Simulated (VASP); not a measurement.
HgTe:

```
CELL_PARAMETERS angstrom
0.00000 3.22350 3.22350
3.22350 0.00000 3.22350
3.22350 3.22350 0.00000
ATOMIC_POSITIONS crystal
Hg 0.00000 0.00000 0.00000
Te 0.25000 0.25000 0.25000
```

Base run:

```yaml
Program: VASP 6.6.1
Functional: BLYP
Potentials_or_basis: VASP PAW PBE potentials, release 64 (Hg, Te)
Cutoff: 520 eV
k_mesh: 6 × 6 × 6
Occupations: gaussian, width 0.05 eV
Spin: no spin polarisation
```

Its results: band gap on the k mesh zero (filled and empty bands touch); pressure 7.7 GPa.

Question: The run is repeated on the same cell with these changes: functional from BLYP to PBEsol. What comes out?

Answer: Band gap on the k mesh zero (filled and empty bands touch); pressure 1.5 GPa.

PBEsol binds more tightly than BLYP, so the same cell stands under less pressure.

Caveats: the PAW data sets were made with another functional, which shifts forces and pressure a little; spin-orbit coupling is left out, which moves the levels of the heavy elements.
